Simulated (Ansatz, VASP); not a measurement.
## Lu: VASP beside Ansatz

The input INCAR:

```
SYSTEM = Lu
ALGO = Normal
EDIFF = 1E-7
ENCUT = 520
GGA = PE
ISIF = 2
ISMEAR = 1
LASPH = .True.
LCHARG = .True.
LELF = .True.
LREAL = .False.
LVHAR = .True.
LWAVE = .False.
NBANDS = 32
NELM = 60
PREC = Accurate
SIGMA = 0.03
```

KPOINTS

```
k-points
0
Gamma
  10 10 6
  0 0 0
```

POSCAR

```
Lu
1.0
    3.5070808964      0.0000000000      0.0000000000
   -1.7535404482      3.0372211494      0.0000000000
    0.0000000000      0.0000000000      5.4772888711
Lu
2
Direct
    0.3333333333      0.6666666667      0.2500000000
    0.6666666667      0.3333333333      0.7500000000
```

Input for Ansatz:

```yaml
crystal:
  lattice:
    - [3.5070808964, 0.0, 0.0]
    - [-1.7535404482, 3.0372211494, 0.0]
    - [0.0, 0.0, 5.4772888711]
  atoms:
    - { symbol: Lu, position: [0.3333333333, 0.6666666667, 0.25] }
    - { symbol: Lu, position: [0.6666666667, 0.3333333333, 0.75] }
hamiltonian:
  xc: pbe
  pseudopotentials:
    kind: paw
    azcp:
      Lu: "pseudopotentials/Lu.paw.azcp"
basis:
  ecutwfc: 420
  fft_grid_basis: typed
kpoints:
  mp_grid: { grid: [10, 10, 6], shift: [0, 0, 0] }
magnetization:
  spin_polarized: false
scf:
  occupations: { method: methfessel_paxton, width: 0.03 }
  lower_state_search: "off"
output:
  stress: true
  write_density: true
  write_potential: true
  elf: true
  volumetric_format: npy
```

Alike in both runs: task single point; functional PBE; k mesh 10 × 10 × 6; occupations methfessel-paxton of order 1, width 0.03 eV; no spin polarisation.

|  | VASP | Ansatz |
| --- | --- | --- |
| version | VASP 6.6.1 | Ansatz 0.2.0 |
| potentials or method | VASP PAW PBE potentials, release 64 (Lu), cutoff 520 eV | plane waves (420 eV) with PAW, scalar-relativistic |
| valence electrons in the cell | 50 | 50 |

VASP gave:

| Property | Result |
| --- | --- |
| pressure (GPa) | -0.2 |
| traceless stress, the component that is largest in VASP (GPa) | -0.39 |

**Question.** Estimate Ansatz's values.

**Answer.** Pressure (GPa): -0.3; traceless stress, the component that is largest in VASP (GPa): -0.40.

Spin-orbit coupling is off throughout.
